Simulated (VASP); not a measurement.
A run of VASP 6.6.1:

Contents of INCAR:

```
ALGO     = Normal         # electronic algorithm
EDIFF    = 1E-8           # SCF threshold, eV
ENCUT    = 500            # plane-wave cutoff, eV
GGA      = PE             # functional
GGA_COMPAT= False        
IBRION   = 8              # ionic algorithm
ISIF     = 2              # what is computed and relaxed
ISMEAR   = -1             # smearing method
LASPH    = True           # aspherical terms in the spheres
LCHARG   = True           # write CHGCAR
LREAL    = False          # projectors in reciprocal space
LWAVE    = False          # write WAVECAR
NBANDS   = 18             # bands
NELM     = 120            # most SCF steps
NSW      = 1              # ionic steps
PREC     = Accurate       # precision mode
SIGMA    = 0.15           # smearing width, eV
```

The input KPOINTS:

```
k-points
0
Gamma
  15 15 8
```

File POSCAR:

```
Y
1.0
    3.6504399440      0.0000000000      0.0000000000
   -1.8252199720      3.1613737265      0.0000000000
    0.0000000000      0.0000000000      5.7262537134
Y
2
Direct
    0.3333333333      0.6666666667      0.2500000000
    0.6666666667      0.3333333333      0.7500000000
```

Potentials or basis: VASP PAW PBE potentials, release 64 (Y_sv).

The run is started by

```bash
$ cat potpaw_PBE.64/Y_sv/POTCAR > POTCAR
$ mpirun -np 1 vasp_std > vasp.out
```

Hardware: 1 thread of Intel Xeon 8259CL, on a shared host.

Problem. Estimate the wall time of this run.

Solution. Run time: 47 min on 1 thread of Intel Xeon 8259CL, on a shared host, peak memory 1.2 GiB. Counts: scf iterations 53, k points 135.
